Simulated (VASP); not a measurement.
Write the native input for VASP 6.6.1 that does the following.

* Task: electric field gradients
* Functional: PBE
* Potentials or basis: VASP PAW PBE potentials, release 64 (Hg, Te)
* Cutoff: 520 eV
* k mesh: 9 × 9 × 9
* Occupations: fermi-dirac, width 0.05 eV
* Spin: no spin polarisation
* Dipole correction: no
* Further INCAR settings: ALGO = Normal; EDIFF = 1e-08; NBANDS = 16

The structure of HgTe lies in POSCAR:

```
HgTe
1.0
    0.0000000000      3.1909371676      3.1909371676
    3.1909371676      0.0000000000      3.1909371676
    3.1909371676      3.1909371676      0.0000000000
Hg Te
1 1
Direct
    0.0000000000      0.0000000000      0.0000000000
    0.7500000000      0.7500000000      0.7500000000
```

This cell differs from its parent crystal: volume scaled by 0.97.

The input as run:

INCAR

```
  PREC = Accurate
  ENCUT = 520
  EDIFF = 1E-8
  ISMEAR = -1
  SIGMA = 0.05
  LREAL = F
  LASPH = T
  NELM = 80
  ALGO = Normal
  ISIF = 2
  LWAVE = F
  LCHARG = F
  GGA = PE
  LEFG = T
  NBANDS = 16
```

KPOINTS

```
Automatic mesh
0
Gamma
  9 9 9
```

Potentials or basis: VASP PAW PBE potentials, release 64 (Hg, Te).

The run is started by

```bash
$ cat potpaw_PBE.64/Hg/POTCAR potpaw_PBE.64/Te/POTCAR > POTCAR
$ mpirun -np 1 vasp_std > vasp.out
```

Results of the run:

```json
{"Pressure": "5.9 GPa", "Band gap on the k mesh": "zero (filled and empty bands touch)"}
```

Caveat: without QUAD_EFG the Cq values of the log hold for a quadrupole moment of 1 mb, not for the nuclei; spin-orbit coupling is left out, which moves the levels of the heavy elements.

Run time: 44 s on 1 thread of Intel(R) Xeon(R) Platinum 8488C (Sapphire Rapids), with other jobs on the host, peak memory 0.22 GiB.
